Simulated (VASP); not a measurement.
Here is a VASP 6.6.1 calculation.

The input INCAR:

```
PREC = Accurate ; ENCUT = 600
EDIFF = 1E-6 ; ISMEAR = -1
SIGMA = 0.05 ; LREAL = F
LASPH = T ; NELM = 120
ALGO = Normal ; ISIF = 2
LWAVE = F ; LCHARG = T
GGA = PS ; LELF = T
LVHAR = T ; NBANDS = 10
GGA_COMPAT = F
```

File KPOINTS:

```
regular mesh
0
Gamma
  19 19 19
```

File POSCAR:

```
Os
1.0
    0.0000000000      1.9101093846      1.9101093846
    1.9101093846      0.0000000000      1.9101093846
    1.9101093846      1.9101093846      0.0000000000
Os
1
Direct
    0.0000000000      0.0000000000      0.0000000000
```

Potentials or basis: VASP PAW PBE potentials, release 64 (Os).

The run is started by

```console
$ cat potpaw_PBE.64/Os/POTCAR > POTCAR
$ mpirun -np 1 vasp_std > vasp.out
```

(1) Estimate the band gap on the k mesh.

(2) Estimate the pressure.

Answers

(1) zero (bands 4 and 5 overlap by 3.85 eV).

(2) 0.7 GPa.

Caveat: the PAW data sets were made with another functional, which shifts forces and pressure a little; spin-orbit coupling is left out, which moves the levels of the heavy elements.
